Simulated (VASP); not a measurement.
# Ir (Fm-3m) in VASP: notebook

The runs below take Ir through single point, with PBE.

All numbers are computed with VASP 6.6.1; they aren't measurements. Logs are shortened: lines on timing, memory, paths and dates and some standing lists are left out, and cuts for length are marked.

### Step 1. The cell of the first run

Symmetry: Fm-3m, No. 225, cubic system. The conventional cell has a = 3.854 Å, b = 3.854 Å, c = 3.854 Å, α = 90.00°, β = 90.00°, γ = 90.00°. Within 3.6 Å of Ir (site symmetry m-3m) lie 12 Ir at 2.73 Å.

### Step 2. Single point, PBE

INCAR reads:

```
ALGO = Normal
EDIFF = 1E-6
ENCUT = 500
GGA = PE
GGA_COMPAT = F
ISIF = 2
ISMEAR = 1
LASPH = T
LCHARG = T
LELF = T
LREAL = F
LVHAR = T
LWAVE = F
NBANDS = 10
NELM = 120
PREC = Accurate
SIGMA = 0.0019
```

KPOINTS reads:

```
k-points
0
Gamma
  4 4 4
```

POSCAR reads:

```
Ir
1.0
    0.0000000000      1.9269646676      1.9269646676
    1.9269646676      0.0000000000      1.9269646676
    1.9269646676      1.9269646676      0.0000000000
Ir
1
Direct
    0.0000000000      0.0000000000      0.0000000000
```

Potentials or basis: VASP PAW PBE potentials, release 64 (Ir).

The run is started by

```console
> cat potpaw_PBE.64/Ir/POTCAR > POTCAR
> mpirun -np 1 vasp_std > vasp.out
```

OUTCAR:

```text
EDIFF = 1E-6
   ENCUT = 500
   GGA = PE
   ISIF = 2
   ISMEAR = 1
   LASPH = T
   LREAL = F
   NELM = 120
   PREC = Accurate

 ion  position               nearest neighbor table
   1  0.000  0.000  0.000-

  LATTYP: Found a face centered cubic cell.
 ALAT       =     3.8539293352

  Lattice vectors:

 A1 = (   0.0000000000,   1.9269646676,   1.9269646676)
 A2 = (   1.9269646676,   0.0000000000,   1.9269646676)
 A3 = (   1.9269646676,   1.9269646676,   0.0000000000)

Analysis of symmetry for initial positions (statically):
=====================================================================
 Subroutine PRICEL returns:
 Original cell was already a primitive cell.

 Routine SETGRP: Setting up the symmetry group for a
 face centered cubic supercell.

 Subroutine GETGRP returns: Found 48 space group operations
 (whereof 48 operations were pure point group operations)
 out of a pool of 48 trial point group operations.

The static configuration has the point symmetry O_h .

Analysis of symmetry for dynamics (positions and initial velocities):
=====================================================================
 Subroutine PRICEL returns:
 Original cell was already a primitive cell.

 Routine SETGRP: Setting up the symmetry group for a
 face centered cubic supercell.

 Subroutine GETGRP returns: Found 48 space group operations
 (whereof 48 operations were pure point group operations)
 out of a pool of 48 trial point group operations.

The dynamic configuration has the point symmetry O_h .

 Subroutine INISYM returns: Found 48 space group operations
 (whereof 48 operations are pure point group operations),
 and found     1 'primitive' translations

----------------------------------------------------------------------------------------

                                     Primitive cell

  volume of cell :      14.3104

  direct lattice vectors                    reciprocal lattice vectors
     0.000000000  1.926964668  1.926964668    -0.259475437  0.259475437  0.259475437
     1.926964668  0.000000000  1.926964668     0.259475437 -0.259475437  0.259475437
     1.926964668  1.926964668  0.000000000     0.259475437  0.259475437 -0.259475437

  length of vectors
     2.725139567  2.725139567  2.725139567     0.449424641  0.449424641  0.449424641

  position of ions in fractional coordinates (direct lattice)
     0.000000000  0.000000000  0.000000000

  ion indices of the primitive-cell ions
   primitive index   ion index
                 1           1

----------------------------------------------------------------------------------------

 KPOINTS: k-points

Automatic generation of k-mesh.
 Grid dimensions read from file:
 generate k-points for:    4    4    4

 Generating k-lattice:

  Cartesian coordinates                     Fractional coordinates (reciprocal lattice)
    -0.064868859  0.064868859  0.064868859     0.250000000  0.000000000  0.000000000
     0.064868859 -0.064868859  0.064868859     0.000000000  0.250000000  0.000000000
     0.064868859  0.064868859 -0.064868859     0.000000000  0.000000000  0.250000000

  Length of vectors
     0.112356160  0.112356160  0.112356160

  Shift w.r.t. Gamma in fractional coordinates (k-lattice)
     0.000000000  0.000000000  0.000000000

 Subroutine IBZKPT returns following result:
 ===========================================

 Found      8 irreducible k-points:

 Following reciprocal coordinates:
            Coordinates               Weight
  0.000000  0.000000  0.000000      1.000000
  0.250000  0.000000  0.000000      8.000000
  0.500000  0.000000  0.000000      4.000000
  0.250000  0.250000  0.000000      6.000000
  0.500000  0.250000  0.000000     24.000000
 -0.250000  0.250000  0.000000     12.000000
  0.500000  0.500000  0.000000      3.000000
 -0.250000  0.500000  0.250000      6.000000
   k-points           NKPTS =      8   k-points in BZ     NKDIM =      8   number of bands    NBANDS=     10
   number of dos      NEDOS =    301   number of ions     NIONS =      1
   total plane-waves  NPLWV =   8000
   dimension x,y,z NGX =    20 NGY =   20 NGZ =   20
   dimension x,y,z NGXF=    40 NGYF=   40 NGZF=   40
   ions per type =               1
   NGX,Y,Z   is equivalent  to a cutoff of  12.20, 12.20, 12.20 a.u.
   NGXF,Y,Z  is equivalent  to a cutoff of  24.40, 24.40, 24.40 a.u.
 SYSTEM =  unknown system
   PREC   = accura    normal or accurate (medium, high low for compatibility)
   ISTART =      0    job   : 0-new  1-cont  2-samecut
   ICHARG =      2    charge: 1-file 2-atom 10-const
   ISPIN  =      1    spin polarized calculation?
   LNONCOLLINEAR =      F non collinear calculations
   LSORBIT =      F    spin-orbit coupling
   LASPH  =      T    aspherical Exc in radial PAW
   ENCUT  =  500.0 eV  36.75 Ry    6.06 a.u.   4.97  4.97  4.97*2*pi/ulx,y,z
   NELM   =    120;   NELMIN=  2; NELMDL= -5     # of ELM steps
   EDIFF  = 0.1E-05   stopping-criterion for ELM
   LREAL  =      F    real-space projection
   EDIFFG = 0.1E-04   stopping-criterion for IOM
   NSW    =      0    number of steps for IOM
   IBRION =     -1    ionic relax: 0-MD 1-quasi-New 2-CG
   NFREE  =      0    steps in history (QN), initial steepest desc. (CG)
   ISIF   =      2    stress and relaxation
   ISYM   =      2    0-nonsym 1-usesym 2-fastsym
   POTIM  = 0.5000    time-step for ionic-motion
   TEBEG  =    0.0;   TEEND  =   0.0 temperature during run
   PSTRESS=    0.0 pullay stress
   NELECT =       9.0000    total number of electrons
   NUPDOWN=      -1.0000    fix difference up-down
   EMIN   =  10.00;   EMAX   =-10.00  energy-range for DOS
   EFERMI =   0.00;   METHOD = LEGACY
   ISMEAR =     1;   SIGMA  =   0.00  broadening in eV -4-tet -1-fermi 0-gaus
   EFERMI_NEDOS =   21; number of points for ismear=-14 and -15
   IALGO  =     38    algorithm
   IMIX   =      4    mixing-type and parameters
     AMIX     =   0.40;   BMIX     =  1.00
     AMIX_MAG =   1.60;   BMIX_MAG =  1.00
  volume/ion in A,a.u.               =      14.31        96.57
  Fermi-wavevector in a.u.,A,eV,Ry     =   1.402615  2.650559 26.767147  1.967330
  Thomas-Fermi vector in A             =   2.525359
   LORBIT       =      0    0 simple, 1 ext, 2 COOP (PROOUT), +10 PAW based schemes
   GGA     = PE    functional components
   LHFCALC =     F    Hartree Fock is set to
   AEXX    =    0.0000 exact exchange contribution
   IVDW    =     0    specifies the selected vdW correction
   LEPSILON=     F    determine dielectric tensor
   LRPA    =     F    only Hartree local field effects (RPA)
 non-spin polarized calculation
 Methfessel and Paxton  Order N= 1 SIGMA  =   0.00
  energy-cutoff  :      500.00
  volume of cell :       14.31
 maximum number of plane-waves:       380
   NGX =  9   NGY =  9   NGZ =  9

 number of electron       9.0000000 magnetization

 Free energy of the ion-electron system (eV)
  ---------------------------------------------------
  ext. energy  EPLUGINS =         0.00000000
  ---------------------------------------------------
  free energy    TOTEN  =        -9.32866108 eV

  energy without entropy =       -9.32861674  energy(sigma->0) =       -9.32864630

 E-fermi :   9.9275     XC(G=0): -13.9236

 val. band max:        9.4702624419   @ k =   0.5000   0.0000   0.0000
 cond. band min:       9.9278745747   @ k =   0.2500   0.2500   0.0000
 fundamental gap:      0.4576121328
 Fermi energy:         9.9274919119

 k-point     1 :       0.0000    0.0000    0.0000
  band No.  band energies     occupation
      1      -0.7915      2.00000
      2       6.3659      2.00000
      3       6.3659      2.00000
      4       6.3659      2.00000
      5       8.9908      2.00000
      6       8.9908      2.00000
      7      24.5764      0.00000
      8      30.0710      0.00000
      9      30.0710      0.00000
     10      30.0710      0.00000

 k-point     2 :       0.2500    0.0000    0.0000
  band No.  band energies     occupation
      1       1.3965      2.00000
      2       5.8687      2.00000
      3       6.7988      2.00000
      4       6.7988      2.00000
      5       9.1759      2.00000
      6       9.1759      2.00000
      7      23.9370      0.00000
      8      26.9237      0.00000
      9      33.7649      0.00000
     10      33.7650      0.00000

 k-point     3 :       0.5000    0.0000    0.0000
  band No.  band energies     occupation
      1       2.2190      2.00000
      2       6.2598      2.00000
      3       6.2598      2.00000
      4       9.4703      2.00000
      5      11.0475      0.00000
      6      11.0475      0.00000
      7      17.3317      0.00000
      8      24.1013      0.00000
      9      29.8945      0.00000
     10      29.8945      0.00000

 k-point     4 :       0.2500    0.2500    0.0000
  band No.  band energies     occupation
      1       2.1525      2.00000
      2       4.4346      2.00000
      3       7.1938      2.00000
      4       8.3350      2.00000
      5       8.3350      2.00000
      6       9.9279      0.66667
      7      28.0530      0.00000
      8      28.2069      0.00000
      9      28.2069      0.00000
     10      29.7110      0.00000

 k-point     5 :       0.5000    0.2500    0.0000
  band No.  band energies     occupation
      1       3.4047      2.00000
      2       4.7121      2.00000
      3       6.5665      2.00000
      4       8.2411      2.00000
      5      11.2107      0.00000
      6      14.0214      0.00000
      7      18.3199      0.00000
      8      25.2597      0.00000
      9      26.5482      0.00000
     10      29.8167      0.00000

 k-point     6 :      -0.2500    0.2500    0.0000
  band No.  band energies     occupation
      1       3.9374      2.00000
      2       5.3066      2.00000
      3       5.7020      2.00000
      4       7.7850      2.00000
      5       8.8368      2.00000
      6      12.9924      0.00000
      7      21.7454      0.00000
      8      24.4298      0.00000
      9      28.1142      0.00000
     10      32.8093      0.00000

 k-point     7 :       0.5000    0.5000    0.0000
  band No.  band energies     occupation
      1       2.4050      2.00000
      2       2.9784      2.00000
      3      11.0085      0.00000
      4      11.6187      0.00000
      5      11.6187      0.00000
      6      11.9086      0.00000
      7      20.5369      0.00000
      8      21.8551      0.00000
      9      21.8551      0.00000
     10      31.2567      0.00000

 k-point     8 :      -0.2500    0.5000    0.2500
  band No.  band energies     occupation
      1       4.0300      2.00000
      2       5.3980      2.00000
      3       5.3980      2.00000
      4       8.4124      2.00000
      5      11.6239      0.00000
      6      18.3004      0.00000
      7      19.1808      0.00000
      8      19.1808      0.00000
      9      23.3482      0.00000
     10      35.6404      0.00000

------------------------ aborting loop because EDIFF is reached ----------------------------------------

  FORCE on cell =-STRESS in cart. coord.  units (eV):
  Direction    XX          YY          ZZ          XY          YZ          ZX
  --------------------------------------------------------------------------------------
  -------------------------------------------------------------------------------------
  Total       -0.3985192     -0.3985192     -0.3985192      0.0000000      0.0000000      0.0000000
  in kB      -44.6178451    -44.6178451    -44.6178451      0.0000000      0.0000000      0.0000000
  external PRESSURE =     -44.6178451 kB  Pullay stress =       0.0000000 kB

 VOLUME and BASIS-vectors are now :
 -----------------------------------------------------------------------------
  energy-cutoff  :      500.00
  volume of cell :       14.31
      direct lattice vectors                 reciprocal lattice vectors
     0.000000000  1.926964668  1.926964668    -0.259475437  0.259475437  0.259475437
     1.926964668  0.000000000  1.926964668     0.259475437 -0.259475437  0.259475437
     1.926964668  1.926964668  0.000000000     0.259475437  0.259475437 -0.259475437

 POSITION                                       TOTAL-FORCE (eV/Angst)
 -----------------------------------------------------------------------------------
      0.00000      0.00000      0.00000         0.000000     -0.000000      0.000000
 -----------------------------------------------------------------------------------
    total drift:                                0.000000      0.000000      0.000000

  FREE ENERGIE OF THE ION-ELECTRON SYSTEM (eV)
  ---------------------------------------------------
  free  energy   TOTEN  =        -9.3286610810 eV

  energy  without entropy=       -9.3286167446  energy(sigma->0) =       -9.32864630
```

Wall time 2.2 s (1 thread of Intel Xeon Platinum 8375C at 2.90GHz (Ice Lake), shared host); peak memory 0.12 GiB.

What came out:

- Free energy: -9.3287 eV
- Pressure: -4.5 GPa

Caveat: the k points lie up to 0.71 Å⁻¹ apart; spin-orbit coupling is left out, which moves the levels of the heavy elements.

### Step 3. Single point, PBE

INCAR reads:

```
SYSTEM = Ir
ALGO = Normal
EDIFF = 1E-6
ENCUT = 500
GGA = PE
GGA_COMPAT = .False.
ISIF = 2
ISMEAR = -4
LASPH = .True.
LCHARG = .False.
LREAL = .False.
LWAVE = .False.
NBANDS = 10
NELECT = 8.5
NELM = 120
PREC = Accurate
SIGMA = 0.1
```

KPOINTS reads:

```
k-points
0
Gamma
  4 4 4
  0 0 0
```

POSCAR is that of step 2.

Potentials or basis: VASP PAW PBE potentials, release 64 (Ir).

The run is started by

```console
> cat potpaw_PBE.64/Ir/POTCAR > POTCAR
> mpirun -np 1 vasp_std > vasp.out
```

Run time: 2 s. Hardware: 1 thread of Intel Xeon Platinum 8375C at 2.90GHz (Ice Lake), shared host; peak memory 0.12 GiB.

Results (log left out):

```
Free energy : -13.3795 eV
```

Levels at points of the mesh, in eV from the Fermi level:
| k point | band 1 | band 2 | band 3 | band 4 | band 5 | band 6 | band 7 | band 8 |
| --- | --- | --- | --- | --- | --- | --- | --- | --- |
| (0.00, 0.00, 0.00) | -9.79 | -3.04 | -3.04 | -3.04 | -0.50 | -0.50 | 15.67 | 21.20 |
| (0.50, 0.00, 0.00) | -6.98 | -3.12 | -3.12 | 0.50 | 1.48 | 1.48 | 7.92 | 15.27 |
| (0.50, 0.50, 0.00) | -6.76 | -6.31 | 1.45 | 2.03 | 2.03 | 2.86 | 11.18 | 12.83 |

Caveat: the k points lie up to 0.71 Å⁻¹ apart; the cell carries a net charge on a neutralising background, which shifts energy and pressure; the cell is charged against a uniform background, so pressure and absolute levels hang on convention; spin-orbit coupling is left out, which moves the levels of the heavy elements.

### Step 4. Single point, PBE

INCAR reads:

```
SYSTEM = Ir
  PREC = Accurate
  ENCUT = 500
  EDIFF = 1E-6
  ISMEAR = -4
  SIGMA = 0.1
  LREAL = .False.
  LASPH = .True.
  NELM = 120
  ALGO = Normal
  ISIF = 2
  LWAVE = .False.
  LCHARG = .True.
  GGA = PE
  LELF = .True.
  LVHAR = .True.
  NBANDS = 10
  GGA_COMPAT = .False.
```

KPOINTS reads:

```
Automatic mesh
0
Gamma
  4 4 4
  0 0 0
```

POSCAR is that of step 3.

Potentials or basis: VASP PAW PBE potentials, release 64 (Ir).

The run is started by

```console
> cat potpaw_PBE.64/Ir/POTCAR > POTCAR
> mpirun -np 1 vasp_std > vasp.out
```

OUTCAR:

```text
SYSTEM = Ir
   PREC = Accurate
   ENCUT = 500
   EDIFF = 1E-6
   ISMEAR = -4
   LREAL = .False.
   LASPH = .True.
   NELM = 120
   ISIF = 2
   GGA = PE

 ion  position               nearest neighbor table
   1  0.000  0.000  0.000-

  LATTYP: Found a face centered cubic cell.
 ALAT       =     3.8539293352

  Lattice vectors:

 A1 = (   0.0000000000,   1.9269646676,   1.9269646676)
 A2 = (   1.9269646676,   0.0000000000,   1.9269646676)
 A3 = (   1.9269646676,   1.9269646676,   0.0000000000)

Analysis of symmetry for initial positions (statically):
=====================================================================
 Subroutine PRICEL returns:
 Original cell was already a primitive cell.

 Routine SETGRP: Setting up the symmetry group for a
 face centered cubic supercell.

 Subroutine GETGRP returns: Found 48 space group operations
 (whereof 48 operations were pure point group operations)
 out of a pool of 48 trial point group operations.

The static configuration has the point symmetry O_h .

Analysis of symmetry for dynamics (positions and initial velocities):
[... 148 lines left out ...]

 k-point     1 :       0.0000    0.0000    0.0000
  band No.  band energies     occupation
      1      -0.7886      2.00000
      2       6.4223      2.00000
      3       6.4223      2.00000
      4       6.4223      2.00000
      5       9.0649      2.00000
      6       9.0649      2.00000
      7      24.5514      0.00000
      8      30.0676      0.00000
      9      30.0676      0.00000
     10      30.0676      0.00000
[... 79 lines left out ...]
 k-point     8 :      -0.2500    0.5000    0.2500
  band No.  band energies     occupation
      1       4.0694      2.00000
      2       5.4383      2.00000
      3       5.4383      1.99935
      4       8.4730      1.97216
      5      11.7033      0.08522
      6      18.3365      0.00000
      7      19.2121      0.00000
      8      19.2121      0.00000
      9      23.3968      0.00000
     10      35.6517      0.00000

------------------------ aborting loop because EDIFF is reached ----------------------------------------

  FORCE on cell =-STRESS in cart. coord.  units (eV):
  Direction    XX          YY          ZZ          XY          YZ          ZX
  --------------------------------------------------------------------------------------
  -------------------------------------------------------------------------------------
  Total        1.0439982      1.0439982      1.0439982      0.0000000      0.0000000     -0.0000000
  in kB      116.8850775    116.8850775    116.8850775      0.0000000      0.0000000     -0.0000000
  external PRESSURE =     116.8850775 kB  Pullay stress =       0.0000000 kB

 VOLUME and BASIS-vectors are now :
 -----------------------------------------------------------------------------
  energy-cutoff  :      500.00
  volume of cell :       14.31
      direct lattice vectors                 reciprocal lattice vectors
     0.000000000  1.926964668  1.926964668    -0.259475437  0.259475437  0.259475437
     1.926964668  0.000000000  1.926964668     0.259475437 -0.259475437  0.259475437
     1.926964668  1.926964668  0.000000000     0.259475437  0.259475437 -0.259475437

 POSITION                                       TOTAL-FORCE (eV/Angst)
 -----------------------------------------------------------------------------------
      0.00000      0.00000      0.00000         0.000000      0.000000      0.000000
 -----------------------------------------------------------------------------------
    total drift:                                0.000000     -0.000000     -0.000000

  FREE ENERGIE OF THE ION-ELECTRON SYSTEM (eV)
  ---------------------------------------------------
  free  energy   TOTEN  =        -8.5178253677 eV

  energy  without entropy=       -8.5178253677  energy(sigma->0) =       -8.51782537
```

OSZICAR:

```text
N       E                     dE             d eps       ncg     rms          rms(c)
DAV:   1     0.515518045390E+02    0.51552E+02   -0.41217E+03   160   0.784E+02
DAV:   2    -0.833757929478E+01   -0.59889E+02   -0.58010E+02   162   0.203E+02
DAV:   3    -0.909005542447E+01   -0.75248E+00   -0.75152E+00   192   0.281E+01
DAV:   4    -0.909767817189E+01   -0.76227E-02   -0.76221E-02   176   0.263E+00
DAV:   5    -0.909782499942E+01   -0.14683E-03   -0.14683E-03   190   0.347E-01    0.154E+01
DAV:   6    -0.860120802688E+01    0.49662E+00   -0.86017E-01   182   0.112E+01    0.640E+00
DAV:   7    -0.852716942816E+01    0.74039E-01   -0.49578E-01   190   0.599E+00    0.248E+00
DAV:   8    -0.853015942367E+01   -0.29900E-02   -0.23320E-03   202   0.484E-01    0.276E+00
DAV:   9    -0.851780760896E+01    0.12352E-01   -0.29049E-02   172   0.235E+00    0.358E-01
DAV:  10    -0.851782515020E+01   -0.17541E-04   -0.12939E-04   188   0.120E-01    0.219E-01
DAV:  11    -0.851782620698E+01   -0.10568E-05   -0.36618E-05   182   0.828E-02    0.975E-03
DAV:  12    -0.851782536768E+01    0.83930E-06   -0.11254E-06   106   0.120E-02
   1 F= -.85178254E+01 E0= -.85178254E+01  d E =0.000000E+00
```

It took 2.2 s on 1 thread of Intel Xeon Platinum 8375C at 2.90GHz (Ice Lake), shared host; peak memory 0.12 GiB.

What came out:

```
Free energy : -8.5178 eV
Pressure    : 11.7 GPa
```

Caveat: the k points lie up to 0.71 Å⁻¹ apart; spin-orbit coupling is left out, which moves the levels of the heavy elements.
